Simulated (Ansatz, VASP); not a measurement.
**One calculation of MoS2, two programs**

```
Mo S
1.0
     3.03680    0.00000    0.00000
    -1.51840    2.62994    0.00000
     0.00000    0.00000   11.80989
Mo S
2 4
Direct
  0.33333 0.66667 0.25000
  0.66667 0.33333 0.75000
  0.33333 0.66667 0.62300
  0.66667 0.33333 0.12300
  0.33333 0.66667 0.87700
  0.66667 0.33333 0.37700
```

Alike in both runs: task single point; functional LDA; k mesh 8 × 8 × 2; no spin polarisation.

|  | VASP | Ansatz |
| --- | --- | --- |
| version | VASP 6.6.1 | Ansatz 0.2.0 |
| potentials or method | VASP PAW LDA potentials, release 64 (Mo_sv, S), cutoff 520 eV | plane waves, PAW |
| occupations | methfessel-paxton of order 1, width 0.05 eV | cold, width 0.05 eV |
| valence electrons in the cell | 52 | 52 |

```csv
,VASP,Ansatz,Ansatz less VASP
pressure (GPa),18.3,18.2,-0.11
"traceless stress, the component that is largest in VASP (GPa)",2.03,2.10,+0.069
```

LDA's correlation is that of Perdew and Zunger in VASP and of Perdew and Wang (1992) in Ansatz. Ansatz's warnings: structure snapped to symmetry.
